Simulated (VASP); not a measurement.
A run of VASP 6.6.1 is set up as follows.

The input INCAR:

```
SYSTEM = Cu
  ALGO = Normal
  EDIFF = 1E-7
  EDIFFG = -0.005
  ENCUT = 600
  GGA = PE
  GGA_COMPAT = .FALSE.
  IBRION = 2
  ISIF = 3
  ISMEAR = -1
  IVDW = 13
  LASPH = .TRUE.
  LCHARG = .FALSE.
  LREAL = .FALSE.
  LWAVE = .FALSE.
  NELM = 120
  NELMIN = 4
  NSW = 80
  PREC = Accurate
  SIGMA = 0.05
```

Contents of KPOINTS:

```
k-points
0
G
  13 13 13
  0 0 0
```

Contents of POSCAR:

```
Cu
1.0
    0.0000000000      1.8075000000      1.8075000000
    1.8075000000      0.0000000000      1.8075000000
    1.8075000000      1.8075000000      0.0000000000
Cu
1
Direct
    0.0000000000      0.0000000000      0.0000000000
```

Potentials or basis: VASP PAW PBE potentials, release 64 (Cu).

The run is started by

```console
$ cat potpaw_PBE.64/Cu/POTCAR > POTCAR
$ mpirun -np 1 vasp_std > vasp.out
```

(1) Estimate the space group after relaxing (to 0.05 Å).

(2) What does it give for the relaxed cell?

(3) Estimate the dispersion energy per atom.

Answers

(1) Fm-3m (No. 225).

(2) a = 2.529 Å, b = 2.529 Å, c = 2.529 Å, α = 60.00°, β = 60.00°, γ = 60.00°.

(3) -0.578 eV.
